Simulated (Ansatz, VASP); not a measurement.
# Two plane-wave programs on SiC

```
CELL_PARAMETERS angstrom
3.07530 0.00000 0.00000
-1.53765 2.66329 0.00000
0.00000 0.00000 5.04834
ATOMIC_POSITIONS crystal
Si 0.33333 0.66667 0.49960
Si 0.66667 0.33333 0.99960
C 0.33333 0.66667 0.87540
C 0.66667 0.33333 0.37540
```

Alike in both runs: functional r2SCAN; k mesh 12 × 12 × 6; occupations gaussian, width 0.02 eV; no spin polarisation.

Ansatz relaxed the structure, and its values are those at the end. VASP's run is a single point on that final structure, the one shown.

|  | VASP | Ansatz |
| --- | --- | --- |
| version | VASP 6.6.1 | Ansatz 0.2.0 |
| potentials or method | VASP PAW PBE potentials, release 64 (Si, C), cutoff 520 eV | scalar-relativistic, plane waves, PAW |
| valence electrons in the cell | 16 | 16 |

VASP gave:

| Quantity | Value |
| --- | --- |
| gap on the k mesh at the Fermi level (eV) | 2.66 |
| least direct gap on the mesh (eV) | 4.48 |
| pressure (GPa) | -0.2 |

Task: Which values does Ansatz return?

Result: gap on the k mesh at the Fermi level (eV): 2.65; least direct gap on the mesh (eV): 4.48; pressure (GPa): 0.0.

VASP's potentials were made for PBE, not for r2SCAN.
